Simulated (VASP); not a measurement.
# Ru (P6_3/mmc) in VASP: notebook, part 2 of 2

VASP 6.6.1. The steps go on from the part before.

**3. Single point, r2SCAN+rVV10**

This run uses another cell than the first one, of 13.30 Å³/atom.

Contents of POSCAR:

```
Ru
1.0
    2.6876397213      0.0000000000      0.0000000000
   -1.3438198606      2.3275642749      0.0000000000
    0.0000000000      0.0000000000      4.2531615502
Ru
2
Direct
    0.6666666667      0.3333333333      0.7500000000
    0.3333333333      0.6666666667      0.2500000000
```

Contents of INCAR.step1:

```
ALGO = Normal
EDIFF = 1E-5
ENCUT = 620
GGA = PE
GGA_COMPAT = False
ISMEAR = -1
LASPH = True
LCHARG = False
LREAL = False
LWAVE = True
NBANDS = 23
NELM = 120
PREC = Accurate
SIGMA = 0.05
```

Contents of INCAR.step2:

```
ALGO = Normal
BPARAM = 11.95
CPARAM = 0.0093
EDIFF = 1E-6
ENCUT = 620
GGA_COMPAT = False
ISIF = 2
ISMEAR = -1
ISTART = 1
IVDW_NL = 2
LASPH = True
LCHARG = False
LMIXTAU = True
LREAL = False
LUSE_VDW = True
LWAVE = False
METAGGA = R2SCAN
NBANDS = 23
NELM = 120
PREC = Accurate
SIGMA = 0.05
```

Contents of KPOINTS:

```
k-points
0
Gamma
  11 11 6
```

Potentials or basis: VASP PAW PBE potentials, release 64 (Ru_sv).

Launch:

```bash
$ cat potpaw_PBE.64/Ru_sv/POTCAR > POTCAR
$ cp INCAR.step1 INCAR
$ mpirun -np 1 vasp_std > vasp.out
$ cp INCAR.step2 INCAR
$ mpirun -np 1 vasp_std > vasp.out
```

OUTCAR:

```text
BPARAM = 11.95
   EDIFF = 1E-6
   ENCUT = 620
   ISIF = 2
   ISMEAR = -1
   ISTART = 1
   IVDW_NL = 2
   LASPH = True
   LREAL = False
   METAGGA = R2SCAN
   NELM = 120
   PREC = Accurate

 ion  position               nearest neighbor table
   1  0.667  0.333  0.750-   2 2.63   2 2.63   2 2.63   2 2.63   2 2.63   2 2.63
   2  0.333  0.667  0.250-   1 2.63   1 2.63   1 2.63   1 2.63   1 2.63   1 2.63

  LATTYP: Found a hexagonal cell.
 ALAT       =     2.6876397213
 C/A-ratio  =     1.5824894671

  Lattice vectors:

 A1 = (   2.6876397213,   0.0000000000,   0.0000000000)
 A2 = (  -1.3438198606,   2.3275642749,   0.0000000000)
 A3 = (   0.0000000000,   0.0000000000,   4.2531615502)

Analysis of symmetry for initial positions (statically):
=====================================================================
 Subroutine PRICEL returns:
 Original cell was already a primitive cell.

 Routine SETGRP: Setting up the symmetry group for a
 hexagonal supercell.

 Subroutine GETGRP returns: Found 24 space group operations
 (whereof 12 operations were pure point group operations)
 out of a pool of 24 trial point group operations.

The static configuration has the point symmetry D_3d.
 The point group associated with its full space group is D_6h.

Analysis of symmetry for dynamics (positions and initial velocities):
=====================================================================
 Subroutine PRICEL returns:
 Original cell was already a primitive cell.

 Routine SETGRP: Setting up the symmetry group for a
 hexagonal supercell.

 Subroutine GETGRP returns: Found 24 space group operations
 (whereof 12 operations were pure point group operations)
 out of a pool of 24 trial point group operations.

The dynamic configuration has the point symmetry D_3d.
 The point group associated with its full space group is D_6h.
[... 99 lines left out ...]
   EDIFF  = 0.1E-05   stopping-criterion for ELM
   LREAL  =      F    real-space projection
[... 7 lines left out ...]
   TEBEG  =    0.0;   TEEND  =   0.0 temperature during run
   PSTRESS=    0.0 pullay stress
   NELECT =      32.0000    total number of electrons
   NUPDOWN=      -1.0000    fix difference up-down
   EMIN   =  10.00;   EMAX   =-10.00  energy-range for DOS
   EFERMI =   0.00;   METHOD = LEGACY
   ISMEAR =    -1;   SIGMA  =   0.05  broadening in eV -4-tet -1-fermi 0-gaus
   EFERMI_NEDOS =   21; number of points for ismear=-14 and -15
   IALGO  =     38    algorithm
   IMIX   =      4    mixing-type and parameters
     AMIX     =   0.40;   BMIX     =  1.00
     AMIX_MAG =   1.60;   BMIX_MAG =  1.00
  volume/ion in A,a.u.               =      13.30        89.77
  Fermi-wavevector in a.u.,A,eV,Ry     =   1.740991  3.289997 41.239952  3.031051
  Thomas-Fermi vector in A             =   2.813534
   LORBIT       =      0    0 simple, 1 ext, 2 COOP (PROOUT), +10 PAW based schemes
   METAGGA = R2SCAN    functional components
   LHFCALC =     F    Hartree Fock is set to
   AEXX    =    0.0000 exact exchange contribution
   IVDW_NL    =     2    kernel type
   BPARAM     =11.9500
   IVDW    =     0    specifies the selected vdW correction
   LEPSILON=     F    determine dielectric tensor
   LRPA    =     F    only Hartree local field effects (RPA)
 non-spin polarized calculation
  energy-cutoff  :      620.00
  volume of cell :       26.61
 maximum number of plane-waves:       965
 NGX is ok and might be reduce to    24
   NGX = 11   NGY = 11   NGZ = 17

 number of electron      32.0000000 magnetization

 Free energy of the ion-electron system (eV)
  ---------------------------------------------------
  ext. energy  EPLUGINS =         0.00000000
  ---------------------------------------------------
  free energy    TOTEN  =       -50.36909697 eV

  energy without entropy =      -50.35346631  energy(sigma->0) =      -50.36128164

 E-fermi :  15.3837     XC(G=0): -15.7122

 val. band max:       15.3635045330   @ k =   0.2727   0.0000   0.0000
 cond. band min:      15.4041237325   @ k =   0.3636   0.0909   0.3333
 fundamental gap:      0.0406191995
 Fermi energy:        15.3837268927

 k-point     1 :       0.0000    0.0000    0.0000
  band No.  band energies     occupation
      1     -59.9215      2.00000
      2     -59.6763      2.00000
      3     -29.7046      2.00000
      4     -28.6314      2.00000
      5     -28.6314      2.00000
      6     -28.4372      2.00000
[... 613 lines left out ...]
     22      31.4069      0.00000
     23      32.9181      0.00000

 [... further k-points ...]
[... 5 lines left out ...]
  --------------------------------------------------------------------------------------
  -------------------------------------------------------------------------------------
  Total        0.4889736      0.4889736      0.4037619      0.0000000      0.0000000      0.0000000
  in kB       29.4449872     29.4449872     24.3137153      0.0000000      0.0000000      0.0000000
  external PRESSURE =      27.7345632 kB  Pullay stress =       0.0000000 kB

 VOLUME and BASIS-vectors are now :
 -----------------------------------------------------------------------------
  energy-cutoff  :      620.00
  volume of cell :       26.61
      direct lattice vectors                 reciprocal lattice vectors
     2.687639721  0.000000000  0.000000000     0.372073679  0.214816839  0.000000000
    -1.343819861  2.327564275  0.000000000     0.000000000  0.429633678  0.000000000
     0.000000000  0.000000000  4.253161550     0.000000000  0.000000000  0.235119214

 POSITION                                       TOTAL-FORCE (eV/Angst)
 -----------------------------------------------------------------------------------
      1.34382      0.77585      3.18987        -0.000000      0.000000      0.000000
     -0.00000      1.55171      1.06329         0.000000     -0.000000      0.000000
 -----------------------------------------------------------------------------------
    total drift:                               -0.000000      0.000000     -0.000000

  FREE ENERGIE OF THE ION-ELECTRON SYSTEM (eV)
  ---------------------------------------------------
  free  energy   TOTEN  =       -50.3690969661 eV

  energy  without entropy=      -50.3534663090  energy(sigma->0) =      -50.36128164
```

Wall time 3.6 min (1 thread of AMD EPYC 9R14 (Zen 4), shared host); peak memory 0.24 GiB.

Results:

```
Free energy            : -50.3691 eV
Pressure               : 2.8 GPa
Band gap on the k mesh : zero (bands 16 and 17 overlap by 3.30 eV)
```

Levels at points of the mesh, in eV from the Fermi level:
| k point | band 14 | band 15 | band 16 | band 17 | band 18 | band 19 |
| --- | --- | --- | --- | --- | --- | --- |
| (0.00, 0.00, 0.00) | -1.98 | -1.98 | -1.43 | -1.43 | 1.34 | 1.34 |
| (0.00, 0.00, 0.50) | -2.89 | -2.83 | -2.83 | 0.66 | 0.66 | 0.66 |

Caveat: the PAW data sets were made with another functional, which shifts forces and pressure a little.

**4. Single point, r2SCAN**

This run uses another cell than the first one, of 13.30 Å³/atom.

Contents of POSCAR:

```
Ru
1.0
    2.6886619298      0.0000000000      0.0000000000
   -1.3443309649      2.3284495334      0.0000000000
    0.0000000000      0.0000000000      4.2496626323
Ru
2
Direct
    0.6666666667      0.3333333333      0.7500000000
    0.3333333333      0.6666666667      0.2500000000
```

Contents of INCAR.step1:

```
SYSTEM = Ru
PREC = Accurate
ENCUT = 620
ISMEAR = -1
SIGMA = 0.05
LREAL = .FALSE.
LASPH = .TRUE.
NELM = 120
NBANDS = 23
GGA = PE
ALGO = Normal
EDIFF = 1E-5
LWAVE = .TRUE.
LCHARG = .FALSE.
GGA_COMPAT = .FALSE.
```

Contents of INCAR.step2:

```
SYSTEM = Ru
PREC = Accurate
ENCUT = 620
EDIFF = 1E-6
ISMEAR = -1
SIGMA = 0.05
LREAL = .FALSE.
LASPH = .TRUE.
NELM = 120
ALGO = Normal
ISIF = 2
LWAVE = .FALSE.
LCHARG = .FALSE.
METAGGA = R2SCAN
LMIXTAU = .TRUE.
NBANDS = 23
ISTART = 1
GGA_COMPAT = .FALSE.
```

Contents of KPOINTS:

```
Automatic mesh
0
G
  11 11 6
  0 0 0
```

Launch:

```bash
$ cat potpaw_PBE.64/Ru_sv/POTCAR > POTCAR
$ cp INCAR.step1 INCAR
$ mpirun -np 1 vasp_std > vasp.out
$ cp INCAR.step2 INCAR
$ mpirun -np 1 vasp_std > vasp.out
```

Run time: 85 s. Hardware: 1 thread of Intel Xeon Platinum 8375C at 2.90GHz (Ice Lake), shared host; peak memory 0.18 GiB.

Results (log left out):

| Property | Result |
| --- | --- |
| Free energy | -50.9319 eV |
| Pressure | 5.1 GPa |
| Band gap on the k mesh | zero (bands 16 and 17 overlap by 3.31 eV) |

Levels at points of the mesh, in eV from the Fermi level:
```tsv
k point	band 12	band 13	band 14	band 15	band 16	band 17	band 18	band 19	band 20	band 21
(0.00, 0.00, 0.00)	-2.71	-2.51	-1.98	-1.98	-1.44	-1.44	1.34	1.34	1.46	11.13
(0.00, 0.00, 0.50)	-2.90	-2.90	-2.90	-2.81	-2.81	0.65	0.65	0.65	0.65	15.14
```

Caveat: the cell stands under pressure; the PAW data sets were made with another functional, which shifts forces and pressure a little.

**5. The runs side by side**

| level | cell | k mesh | cutoff (eV) | grid for exact exchange (PRECFOCK) | share of exact exchange | gap on the mesh (eV) | pressure (GPa) |
| --- | --- | --- | --- | --- | --- | --- | --- |
| r2SCANh | a = 2.741, b = 2.741, c = 4.338 Å, angles 90.0, 90.0, 120.0°, 2 atoms | 6 × 6 × 3 | 460 | Normal | 0.1 | none | -18.6 |
| r2SCAN+rVV10 | a = 2.688, b = 2.688, c = 4.253 Å, angles 90.0, 90.0, 120.0°, 2 atoms | 11 × 11 × 6 | 620 | - | - | none | 2.8 |
| r2SCAN | a = 2.689, b = 2.689, c = 4.250 Å, angles 90.0, 90.0, 120.0°, 2 atoms | 11 × 11 × 6 | 620 | - | - | none | 5.1 |

Alike in all rows: task single point; potentials or basis VASP PAW PBE potentials, release 64 (Ru_sv); no spin polarisation; smearing fermi-dirac 0.05 eV.

Caveats: some runs use coarse meshes; the PAW data sets were made with another functional, which shifts forces and pressure a little; the cell stands under pressure (at least some runs).

Total energies depend on the potentials used, so only differences within one code and one set of settings carry meaning.

The gap in the log of VASP goes by the Fermi energy; the results here count the filled bands.